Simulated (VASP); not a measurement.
Wanted: the native input for a VASP 6.6.1 run.

```yaml
Task: single point
Functional: PBEsol
Potentials_or_basis: VASP PAW PBE potentials, release 64 (Os)
Cutoff: 520 eV
k_mesh: 15 × 15 × 9
Occupations: fermi-dirac, width 0.05 eV
Spin: no spin polarisation
Dipole_correction: no
Further_INCAR_settings: ALGO = Normal; EDIFF = 1e-06; NBANDS = 15
```

The structure of Os lies in POSCAR:

```
Os
1.0
    2.6794179760      0.0000000000      0.0000000000
   -1.3397089880      2.3204440346      0.0000000000
    0.0000000000      0.0000000000      4.3197000000
Os
2
Direct
    0.3333333333      0.6666666667      0.2500000000
    0.6666666667      0.3333333333      0.7500000000
```

This cell differs from its parent crystal: equal xx and yy strain of -2 %.

The input as run:

INCAR

```
PREC = Accurate ; ENCUT = 520
EDIFF = 1E-6 ; ISMEAR = -1
SIGMA = 0.05 ; LREAL = False
LASPH = True ; NELM = 80
ALGO = Normal ; ISIF = 2
LWAVE = False ; LCHARG = True
GGA = PS ; LELF = True
LVHAR = True ; NBANDS = 15
```

KPOINTS

```
regular mesh
0
Gamma
  15 15 9
```

Potentials or basis: VASP PAW PBE potentials, release 64 (Os).

The run is started by

```bash
$ cat potpaw_PBE.64/Os/POTCAR > POTCAR
$ mpirun -np 1 vasp_std > vasp.out
```

It gave:

- Pressure: 16.6 GPa
- Band gap on the k mesh: zero (band 8 reaches 12.31 eV, above the bottom of band 9 at 8.07 eV)

Caveat: the cell differs from its parent crystal (equal xx and yy strain of -2 %); the PAW data sets were made with another functional, which shifts forces and pressure a little; spin-orbit coupling is left out, which moves the levels of the heavy elements.

Run time: 27 s on 1 thread of Intel(R) Xeon(R) Platinum 8375C CPU @ 2.90GHz (Ice Lake), on a shared host, peak memory 0.17 GiB.
